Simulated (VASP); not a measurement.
# Lu (Im-3m) in VASP: single point with PBE

Aim: the single point of Lu with PBE.

Everything below comes from runs of VASP 6.6.1. Logs are shortened: lines on timing, memory, paths and dates and some standing lists are left out, and cuts for length are marked.

## (1) The cell of the first run

It takes space group Im-3m (No. 229, cubic). Conventional cell: a = 3.850 Å, b = 3.850 Å, c = 3.850 Å, α = 90.00°, β = 90.00°, γ = 90.00°. Within 4.4 Å of Lu (site symmetry m-3m) lie 14 Lu at 3.33 to 3.85 Å.

This isn't the form of Lu at room conditions, which is hcp.

## (2) Single point, PBE

File POSCAR:

```
Lu
1.0
   -1.9251180000      1.9251180000      1.9251180000
    1.9251180000     -1.9251180000      1.9251180000
    1.9251180000      1.9251180000     -1.9251180000
Lu
1
Direct
    0.0000000000      0.0000000000      0.0000000000
```

File INCAR.step1:

```
PREC = Accurate ; ENCUT = 520
EDIFF = 1E-6 ; ISMEAR = -1
SIGMA = 0.0444 ; LREAL = F
LASPH = T ; NELM = 80
ALGO = Normal ; ISIF = 2
LWAVE = F ; LCHARG = T
GGA = PE ; NBANDS = 18
```

File KPOINTS.step1:

```
Automatic mesh
0
Gamma
  12 12 12
```

File INCAR.step2:

```
PREC = Accurate ; ENCUT = 520
EDIFF = 1E-6 ; ISMEAR = -5
SIGMA = 0.0444 ; LREAL = F
LASPH = T ; NELM = 80
ALGO = Normal ; ISIF = 2
LWAVE = F ; LCHARG = F
GGA = PE ; LORBIT = 11
NEDOS = 1001 ; ICHARG = 11
```

File KPOINTS.step2:

```
Automatic mesh
0
Gamma
  18 18 18
```

Potentials or basis: VASP PAW PBE potentials, release 64 (Lu).

Run with:

```
$ cat potpaw_PBE.64/Lu/POTCAR > POTCAR
$ cp INCAR.step1 INCAR
$ cp KPOINTS.step1 KPOINTS
$ mpirun -np 1 vasp_std > vasp.out
$ cp INCAR.step2 INCAR
$ cp KPOINTS.step2 KPOINTS
$ mpirun -np 1 vasp_std > vasp.out
```

OUTCAR:

```text
PREC = Accurate
   ENCUT = 520
   EDIFF = 1E-6
   ISMEAR = -5
   LREAL = F
   LASPH = T
   NELM = 80
   ISIF = 2
   GGA = PE
   LORBIT = 11
   ICHARG = 11

 ion  position               nearest neighbor table
   1  0.000  0.000  0.000-

  LATTYP: Found a body centered cubic cell.
 ALAT       =     3.8502360000

  Lattice vectors:

 A1 = (  -1.9251180000,   1.9251180000,   1.9251180000)
 A2 = (   1.9251180000,  -1.9251180000,   1.9251180000)
 A3 = (   1.9251180000,   1.9251180000,  -1.9251180000)

Analysis of symmetry for initial positions (statically):
=====================================================================
 Subroutine PRICEL returns:
 Original cell was already a primitive cell.

 Routine SETGRP: Setting up the symmetry group for a
 body centered cubic supercell.

 Subroutine GETGRP returns: Found 48 space group operations
 (whereof 48 operations were pure point group operations)
 out of a pool of 48 trial point group operations.

The static configuration has the point symmetry O_h .

Analysis of symmetry for dynamics (positions and initial velocities):
=====================================================================
 Subroutine PRICEL returns:
 Original cell was already a primitive cell.

 Routine SETGRP: Setting up the symmetry group for a
 body centered cubic supercell.

 Subroutine GETGRP returns: Found 48 space group operations
 (whereof 48 operations were pure point group operations)
 out of a pool of 48 trial point group operations.

The dynamic configuration has the point symmetry O_h .

 Subroutine INISYM returns: Found 48 space group operations
 (whereof 48 operations are pure point group operations),
 and found     1 'primitive' translations

----------------------------------------------------------------------------------------

                                     Primitive cell

  volume of cell :      28.5386

  direct lattice vectors                    reciprocal lattice vectors
    -1.925118000  1.925118000  1.925118000     0.000000000  0.259724339  0.259724339
     1.925118000 -1.925118000  1.925118000     0.259724339  0.000000000  0.259724339
     1.925118000  1.925118000 -1.925118000     0.259724339  0.259724339  0.000000000

  length of vectors
     3.334402187  3.334402187  3.334402187     0.367305683  0.367305683  0.367305683
[... 80 lines left out ...]
   NELM   =     80;   NELMIN=  2; NELMDL=  0     # of ELM steps
   EDIFF  = 0.1E-05   stopping-criterion for ELM
   LREAL  =      F    real-space projection
   EDIFFG = 0.1E-04   stopping-criterion for IOM
   NSW    =      0    number of steps for IOM
   IBRION =     -1    ionic relax: 0-MD 1-quasi-New 2-CG
   NFREE  =      0    steps in history (QN), initial steepest desc. (CG)
   ISIF   =      2    stress and relaxation
   ISYM   =      2    0-nonsym 1-usesym 2-fastsym
   POTIM  = 0.5000    time-step for ionic-motion
   TEBEG  =    0.0;   TEEND  =   0.0 temperature during run
   PSTRESS=    0.0 pullay stress
   NELECT =      25.0000    total number of electrons
   NUPDOWN=      -1.0000    fix difference up-down
   EMIN   =  10.00;   EMAX   =-10.00  energy-range for DOS
   EFERMI =   0.00;   METHOD = LEGACY
   ISMEAR =    -5;   SIGMA  =   0.04  broadening in eV -4-tet -1-fermi 0-gaus
   EFERMI_NEDOS =   21; number of points for ismear=-14 and -15
   IALGO  =     38    algorithm
   IMIX   =      4    mixing-type and parameters
     AMIX     =   0.40;   BMIX     =  1.00
     AMIX_MAG =   1.60;   BMIX_MAG =  1.00
  volume/ion in A,a.u.               =      28.54       192.59
  Fermi-wavevector in a.u.,A,eV,Ry     =   1.566429  2.960122 33.384628  2.453701
  Thomas-Fermi vector in A             =   2.668759
   LORBIT       =     11    0 simple, 1 ext, 2 COOP (PROOUT), +10 PAW based schemes
   GGA     = PE    functional components
   LHFCALC =     F    Hartree Fock is set to
   AEXX    =    0.0000 exact exchange contribution
   IVDW    =     0    specifies the selected vdW correction
   LEPSILON=     F    determine dielectric tensor
   LRPA    =     F    only Hartree local field effects (RPA)
 non-spin polarized calculation
 Fermi weights with tetrahedron method with Bloechl corrections
  energy-cutoff  :      520.00
  volume of cell :       28.54
 maximum number of plane-waves:       784
 NGX is ok and might be reduce to    28

 number of electron      24.9999996 magnetization

 Free energy of the ion-electron system (eV)
  ---------------------------------------------------
  ext. energy  EPLUGINS =         0.00000000
  ---------------------------------------------------
  free energy    TOTEN  =        -4.37313963 eV

  energy without entropy =       -4.37313963  energy(sigma->0) =       -4.37313963

 E-fermi :   2.4705     XC(G=0): -10.7683

 val. band max:        2.4684491372   @ k =   0.3889   0.2222   0.0000
 cond. band min:       2.4101154176   @ k =  -0.3889  -0.3889   0.1111
 fundamental gap:     -0.0583337197
 Fermi energy:         2.4705485918

 k-point     1 :       0.0000    0.0000    0.0000
  band No.  band energies     occupation
      1     -53.8943      2.00000
      2     -24.3000      2.00000
      3     -24.3000      2.00000
      4     -24.3000      2.00000
      5      -3.7566      2.00000
      6      -2.6686      2.00000
[... 433 lines left out ...]
      3     -24.4875      2.00000
      4     -24.3248      2.00000
      5      -2.6540      2.00000
      6      -2.6442      2.00000
[... 8 lines left out ...]
     15       6.5726      0.00000
     16       7.6577      0.00000

 [... further k-points ...]

------------------------ aborting loop because EDIFF is reached ----------------------------------------

  FORCE on cell =-STRESS in cart. coord.  units (eV):
  Direction    XX          YY          ZZ          XY          YZ          ZX
  --------------------------------------------------------------------------------------
  -------------------------------------------------------------------------------------
  Total        0.2836934      0.2836934      0.2836934     -0.0000000      0.0000000     -0.0000000
  in kB       15.9267696     15.9267696     15.9267696     -0.0000000      0.0000000     -0.0000000
  external PRESSURE =      15.9267696 kB  Pullay stress =       0.0000000 kB

 VOLUME and BASIS-vectors are now :
 -----------------------------------------------------------------------------
  energy-cutoff  :      520.00
  volume of cell :       28.54
      direct lattice vectors                 reciprocal lattice vectors
    -1.925118000  1.925118000  1.925118000     0.000000000  0.259724339  0.259724339
     1.925118000 -1.925118000  1.925118000     0.259724339  0.000000000  0.259724339
     1.925118000  1.925118000 -1.925118000     0.259724339  0.259724339  0.000000000

 POSITION                                       TOTAL-FORCE (eV/Angst)
 -----------------------------------------------------------------------------------
      0.00000      0.00000      0.00000         0.000000     -0.000000      0.000000
 -----------------------------------------------------------------------------------
    total drift:                               -0.000000     -0.000000     -0.000000

  FREE ENERGIE OF THE ION-ELECTRON SYSTEM (eV)
  ---------------------------------------------------
  free  energy   TOTEN  =        -4.3731396333 eV

  energy  without entropy=       -4.3731396333  energy(sigma->0) =       -4.37313963

 total charge

# of ion       s       p       d       f       tot
--------------------------------------------------
    1        2.352   6.054   0.779  13.954  23.139
```

OUTCAR.step1:

```text
PREC = Accurate
   ENCUT = 520
   EDIFF = 1E-6
   ISMEAR = -1
   LREAL = F
[... 720 lines left out ...]

 POSITION                                       TOTAL-FORCE (eV/Angst)
 -----------------------------------------------------------------------------------
      0.00000      0.00000      0.00000         0.000000      0.000000      0.000000
 -----------------------------------------------------------------------------------
    total drift:                                0.000000     -0.000000     -0.000000

  FREE ENERGIE OF THE ION-ELECTRON SYSTEM (eV)
  ---------------------------------------------------
  free  energy   TOTEN  =        -4.3810433062 eV

  energy  without entropy=       -4.3671035205  energy(sigma->0) =       -4.37407341
```

Run time: 3.3 min. Hardware: 1 thread of Intel Xeon 8259CL, shared host; peak memory 0.24 GiB.

Results:

```yaml
Valence_electrons_inside_the_program's_atomic_spheres: Lu 23.14
```

Levels at points of the mesh, in eV from the Fermi level:
```
           k point  band 8  band 9  band 10  band 11  band 12  band 13  band 14  band 15  band 16
(0.00, 0.00, 0.00)   -5.14   -5.04    -5.04    -5.04    -5.02     2.14     2.14     2.14     4.43
(0.50, 0.00, 0.00)   -5.07   -5.05    -5.05    -5.03    -2.60     0.34     0.53     4.20     5.20
(0.50, 0.50, 0.50)   -5.10   -5.04    -5.04    -5.04    -1.60    -1.60     5.85     5.85     5.85
```

Caveat: spin-orbit coupling is left out, which moves the levels of the heavy elements; tetrahedron occupations give inexact forces and stress in metals.
